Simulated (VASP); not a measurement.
# ZnS (k07) (P6_3mc) in VASP: further runs, part 2 of 2

VASP 6.6.1.

## Step 4: Single point, PBEsol

File INCAR:

```
SYSTEM = ZnS
PREC = Accurate
ENCUT = 520
EDIFF = 1E-6
ISMEAR = 0
SIGMA = 0.01
LREAL = .False.
LASPH = .True.
NELM = 60
ALGO = Normal
ISIF = 2
LWAVE = .False.
LCHARG = .False.
GGA = PS
NBANDS = 26
```

File KPOINTS:

```
regular mesh
0
Gamma
  12 12 6
  0 0 0
```

File POSCAR:

```
ZnS
1.0
    3.7822342358      0.0000000000      0.0000000000
   -1.8911171179      3.2755109313      0.0000000000
    0.0000000000      0.0000000000      6.2081486949
Zn S
2 2
Direct
    0.3333333333      0.6666666667     -0.0090106557
    0.6666666667      0.3333333333      0.4909893443
    0.3333333333      0.6666666667      0.3840106557
    0.6666666667      0.3333333333      0.8840106557
```

Run with:

```sh
> cat potpaw_PBE.64/Zn/POTCAR potpaw_PBE.64/S/POTCAR > POTCAR
> mpirun -np 1 vasp_std > vasp.out
```

Wall time 1.8 min (1 thread of Intel Xeon Platinum 8259CL at 2.50GHz (Skylake/Cascade Lake), shared host); peak memory 0.27 GiB.

It converged, with:

```
Free energy            : -15.0978 eV
Pressure               : 0.8 GPa
Largest force          : 0.540 eV/Å
Band gap on the k mesh : 2.21 eV, direct
```

Forces in eV/Å, atoms in the order of the input:
```
Zn   0.000  0.000  0.540
Zn   0.000  0.000  0.540
S    0.000  0.000 -0.540
S    0.000  0.000 -0.540
```

Stress tensor (GPa, compression positive):
```
 2.13  0.00  0.00
 0.00  2.13  0.00
 0.00  0.00 -1.97
```

Levels at points of the mesh, in eV from the valence-band top:
| k point | band 16 | band 17 | band 18 | band 19 | band 20 | band 21 |
| --- | --- | --- | --- | --- | --- | --- |
| (0.00, 0.00, 0.00) | -0.04 | -0.04 | 0.00 | 2.21 | 2.85 | 6.18 |
| (0.50, 0.00, 0.00) | -2.37 | -1.58 | -1.13 | 3.43 | 4.20 | 5.02 |
| (0.00, 0.00, 0.50) | -0.47 | -0.47 | -0.47 | 3.42 | 3.42 | 6.60 |
| (0.50, 0.00, 0.50) | -1.79 | -1.55 | -1.55 | 3.50 | 3.50 | 4.92 |

Caveat: the PAW data sets were made with another functional, which shifts forces and pressure a little.

## Step 5: Single point, PBEsol

File INCAR:

```
SYSTEM = ZnS
ALGO     = Normal         ! electronic algorithm
EDIFF    = 1E-6           ! SCF threshold, eV
ENCUT    = 520            ! plane-wave cutoff, eV
GGA      = PS             ! functional
ISIF     = 2              ! what is computed and relaxed
ISMEAR   = 0              ! smearing method
LASPH    = .TRUE.         ! aspherical terms in the spheres
LCHARG   = .FALSE.        ! write CHGCAR
LREAL    = .FALSE.        ! projectors in reciprocal space
LWAVE    = .FALSE.        ! write WAVECAR
NBANDS   = 26             ! bands
NELM     = 80             ! most SCF steps
PREC     = Accurate       ! precision mode
SIGMA    = 0.01           ! smearing width, eV
```

File KPOINTS:

```
k-points
0
G
  12 12 6
  0 0 0
```

File POSCAR:

```
ZnS
1.0
    3.7822342358      0.0000000000      0.0000000000
   -1.8911171179      3.2755109313      0.0000000000
    0.0000000000      0.0000000000      6.2081486949
Zn S
2 2
Direct
    0.3333333333      0.6666666667     -0.0184499518
    0.6666666667      0.3333333333      0.4815500482
    0.3333333333      0.6666666667      0.3934499518
    0.6666666667      0.3333333333      0.8934499518
```

Run with:

```sh
> cat potpaw_PBE.64/Zn/POTCAR potpaw_PBE.64/S/POTCAR > POTCAR
> mpirun -np 1 vasp_std > vasp.out
```

It took 1.9 min on 1 thread of Intel Xeon Platinum 8259CL at 2.50GHz (Skylake/Cascade Lake), shared host; peak memory 0.27 GiB.

The run converged. Its results:

```
Free energy            : -14.9362 eV
Pressure               : 1.9 GPa
Largest force          : 0.800 eV/Å
Band gap on the k mesh : 2.26 eV, direct
```

Forces in eV/Å, atoms in the order of the input:
```
Zn   0.000  0.000  0.800
Zn   0.000  0.000  0.800
S    0.000  0.000 -0.800
S    0.000  0.000 -0.800
```

Stress tensor (GPa, compression positive):
```
 4.07  0.00  0.00
 0.00  4.07  0.00
 0.00  0.00 -2.56
```

Levels at points of the mesh, in eV from the valence-band top:
```tsv
k point	band 14	band 15	band 16	band 17	band 18	band 19	band 20	band 21	band 22	band 23
(0.00, 0.00, 0.00)	-0.84	-0.84	-0.09	-0.09	0.00	2.26	2.69	6.14	6.14	6.65
(0.50, 0.00, 0.00)	-4.61	-3.00	-2.42	-1.38	-1.33	3.32	4.19	4.99	7.25	7.57
(0.00, 0.00, 0.50)	-2.70	-0.48	-0.48	-0.48	-0.48	3.31	3.31	6.52	6.52	6.52
(0.50, 0.00, 0.50)	-5.14	-1.91	-1.91	-1.39	-1.39	3.55	3.55	4.73	4.73	9.28
```

Caveat: the PAW data sets were made with another functional, which shifts forces and pressure a little. A k mesh can miss the band edges.

## Step 6: Single point, PBEsol

File INCAR:

```
SYSTEM = ZnS
PREC = Accurate
ENCUT = 520
EDIFF = 1E-6
ISMEAR = 0
SIGMA = 0.01
LREAL = .FALSE.
LASPH = .TRUE.
NELM = 80
ALGO = Normal
ISIF = 2
LWAVE = .FALSE.
LCHARG = .FALSE.
GGA = PS
NBANDS = 26
```

File KPOINTS:

```
Automatic mesh
0
G
  12 12 6
  0 0 0
```

File POSCAR:

```
ZnS
1.0
    3.7822342358      0.0000000000      0.0000000000
   -1.8911171179      3.2755109313      0.0000000000
    0.0000000000      0.0000000000      6.2081486949
Zn S
2 2
Direct
    0.3333333333      0.6666666667     -0.0278892478
    0.6666666667      0.3333333333      0.4721107522
    0.3333333333      0.6666666667      0.4028892478
    0.6666666667      0.3333333333      0.9028892478
```

Potentials or basis: VASP PAW PBE potentials, release 64 (Zn, S).

Run with:

```sh
> cat potpaw_PBE.64/Zn/POTCAR potpaw_PBE.64/S/POTCAR > POTCAR
> mpirun -np 1 vasp_std > vasp.out
```

It took 2.1 min on 1 thread of Intel Xeon Platinum 8259CL at 2.50GHz (Skylake/Cascade Lake), shared host; peak memory 0.27 GiB.

The run converged. Its results:

- Free energy: -14.7392 eV
- Pressure: 3.2 GPa
- Largest force: 0.853 eV/Å
- Band gap on the k mesh: 2.37 eV, direct

Forces in eV/Å, atoms in the order of the input:
```
Zn   0.000  0.000  0.853
Zn   0.000  0.000  0.853
S    0.000  0.000 -0.853
S    0.000  0.000 -0.853
```

Stress tensor (GPa, compression positive):
```
 5.90  0.00  0.00
 0.00  5.90  0.00
 0.00  0.00 -2.28
```

Levels at points of the mesh, in eV from the valence-band top:
| k point | band 15 | band 16 | band 17 | band 18 | band 19 | band 20 | band 21 | band 22 |
| --- | --- | --- | --- | --- | --- | --- | --- | --- |
| (0.00, 0.00, 0.00) | -0.76 | -0.09 | -0.09 | 0.00 | 2.37 | 2.60 | 6.15 | 6.15 |
| (0.50, 0.00, 0.00) | -2.74 | -2.43 | -1.46 | -1.16 | 3.28 | 4.24 | 4.98 | 7.22 |
| (0.00, 0.00, 0.50) | -0.43 | -0.43 | -0.43 | -0.43 | 3.27 | 3.27 | 6.51 | 6.51 |
| (0.50, 0.00, 0.50) | -1.98 | -1.98 | -1.17 | -1.17 | 3.65 | 3.65 | 4.60 | 4.60 |

Caveat: the PAW data sets were made with another functional, which shifts forces and pressure a little.
